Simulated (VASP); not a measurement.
Input of a VASP 6.6.1 run:

INCAR

```
SYSTEM = CdSe
ALGO = Normal ; EDIFF = 1E-7
ENCUT = 520 ; GGA = PE
ISIF = 2 ; ISMEAR = -1
LASPH = .True. ; LCHARG = .False.
LREAL = .False. ; LWAVE = .False.
NBANDS = 16 ; NELM = 80
PREC = Accurate ; SIGMA = 0.05
```

Contents of KPOINTS:

```
k-points
0
Gamma
  12 12 12
  0 0 0
```

File POSCAR:

```
CdSe
1.0
    3.3012583686      0.0000000000      0.0000000000
    0.0000000000      3.3012583686      0.0000000000
    0.0000000000      0.0000000000      3.3012583686
Cd Se
1 1
Direct
    0.0000000000      0.0000000000      0.0000000000
    0.5000000000      0.5000000000      0.5000000000
```

Potentials or basis: VASP PAW PBE potentials, release 64 (Cd, Se).

The run is started by

```console
$ cat potpaw_PBE.64/Cd/POTCAR potpaw_PBE.64/Se/POTCAR > POTCAR
$ mpirun -np 1 vasp_std > vasp.out
```

(1) Predict the band gap on the k mesh.

(2) Estimate the pressure.

Results:

(1) zero (band 9 reaches 5.82 eV, above the bottom of band 10 at 4.45 eV).

(2) 23.0 GPa.
